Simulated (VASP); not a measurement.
Wanted: the native input for a VASP 6.6.1 run.

- Task: relaxation of cell and atoms
- Functional: PBE
- Potentials or basis: VASP PAW PBE potentials, release 64 (Sr_sv, I)
- Cutoff: 600 eV
- k mesh: 8 × 8 × 8
- Occupations: gaussian, width 0.1 eV
- Spin: no spin polarisation
- Dipole correction: no
- Further INCAR settings: ALGO = Normal; EDIFF = 1e-06; IBRION = 2; EDIFFG = -0.01; NSW = 100; ISIF = 3

The structure of SrI3 lies in POSCAR:

```
SrI3
1.0
    5.4432138000      0.0000000000      0.0000000000
    0.0000000000      5.4432138000      0.0000000000
    0.0000000000      0.0000000000      5.4432138000
Sr I
1 3
Direct
    0.0000000000      0.0000000000      0.0000000000
    0.5000000000      0.5000000000      0.0000000000
    0.0000000000      0.5000000000      0.5000000000
    0.5000000000      0.0000000000      0.5000000000
```

The cell was generated, and may not be a known phase.

The input as run:

INCAR

```
ALGO     = Normal         # electronic algorithm
EDIFF    = 1E-6           # SCF threshold, eV
EDIFFG   = -0.01          # ionic threshold
ENCUT    = 600            # plane-wave cutoff, eV
GGA      = PE             # functional
IBRION   = 2              # ionic algorithm
ISIF     = 3              # what is computed and relaxed
ISMEAR   = 0              # smearing method
LASPH    = T              # aspherical terms in the spheres
LCHARG   = F              # write CHGCAR
LREAL    = F              # projectors in reciprocal space
LWAVE    = F              # write WAVECAR
NELM     = 100            # most SCF steps
NSW      = 100            # ionic steps
PREC     = Accurate       # precision mode
SIGMA    = 0.1            # smearing width, eV
```

KPOINTS

```
k-points
0
Gamma
  8 8 8
```

Potentials or basis: VASP PAW PBE potentials, release 64 (Sr_sv, I).

Launch:

```bash
$ cat potpaw_PBE.64/Sr_sv/POTCAR potpaw_PBE.64/I/POTCAR > POTCAR
$ mpirun -np 1 vasp_std > vasp.out
```

Results of the run:

```json
{
 "Relaxed volume": "38.50 Å³/atom",
 "Relaxed cell": "a = 5.360 Å, b = 5.360 Å, c = 5.360 Å, α = 90.00°, β = 90.00°, γ = 90.00°",
 "Space group after relaxing (to 0.1 Å)": "Pm-3m (No. 221)",
 "Energy gained by relaxing": "5.5 meV/atom",
 "Ionic steps": "3",
 "Pressure after relaxing": "0.0 GPa",
 "Band gap on the k mesh": "zero (an odd number of electrons rules out a gap without spin polarisation)"
}
```

Caveat: spin-orbit coupling is left out, which moves the levels of the heavy elements; an odd number of electrons without spin polarisation forces a metal; a magnetic or distorted state may lie lower.

Run time: 3.8 min on 1 thread of Intel(R) Xeon(R) Platinum 8259CL CPU @ 2.50GHz (Skylake/Cascade Lake), with other jobs on the host, peak memory 0.42 GiB.
